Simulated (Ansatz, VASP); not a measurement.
**One calculation of LaHg, two programs**

The input INCAR:

```
PREC = Accurate
ENCUT = 520
EDIFF = 1E-6
ISMEAR = -1
SIGMA = 0.08
LREAL = False
LASPH = True
NELM = 60
ALGO = Normal
ISIF = 2
LWAVE = False
LCHARG = False
GGA = CA
NBANDS = 18
```

KPOINTS

```
Automatic mesh
0
Gamma
  11 11 11
```

File POSCAR:

```
LaHg
1.0
    3.8874926325      0.0000000000      0.0000000000
    0.0000000000      3.8874926325      0.0000000000
    0.0000000000      0.0000000000      3.8874926325
La Hg
1 1
Direct
    0.5000000000      0.5000000000      0.5000000000
    0.0000000000      0.0000000000      0.0000000000
```

Input for Ansatz:

```yaml
crystal:
  lattice:
    - [3.8874926325, 0.0, 0.0]
    - [0.0, 3.8874926325, 0.0]
    - [0.0, 0.0, 3.8874926325]
  atoms:
    - { symbol: La, position: [0.5, 0.5, 0.5] }
    - { symbol: Hg, position: [0.0, 0.0, 0.0] }
kpoints:
  mp_grid: { grid: [11, 11, 11] }
  band_path:
    path:
      - [0.0, 0.0, 0.0]
      - [0.0, 0.5, 0.0]
      - [0.5, 0.5, 0.0]
      - [0.0, 0.0, 0.0]
      - [0.5, 0.5, 0.5]
      - [0.0, 0.5, 0.0]
      - [0.5, 0.5, 0.5]
      - [0.5, 0.5, 0.0]
    npoints: 5
scf:
  occupations: { method: fermi_dirac, width: 0.08 }
hamiltonian:
  xc: lda
  pseudopotentials: { kind: all_electron, lapw: { basis_error: 0.001 } }
output:
  forces: true
  stress: true
  eigenvalues: true
```

Change from the starting cell: volume scaled by 1.04.

Alike in both runs: task single point; functional LDA; k mesh 11 × 11 × 11; occupations fermi-dirac, width 0.08 eV; no spin polarisation.

|  | VASP | Ansatz |
| --- | --- | --- |
| version | VASP 6.6.1 | Ansatz 0.2.0 |
| potentials or method | VASP PAW LDA potentials, release 64 (La, Hg), cutoff 520 eV | all-electron LAPW, scalar-relativistic |

```csv
,VASP,Ansatz,Ansatz less VASP
pressure (GPa),-3.7,-3.8,-0.12
```

LDA's correlation is that of Perdew and Zunger in VASP and of Perdew and Wang (1992) in Ansatz. Ansatz ran all-electron here, and VASP with PAW potentials.

Spin-orbit coupling is off throughout.
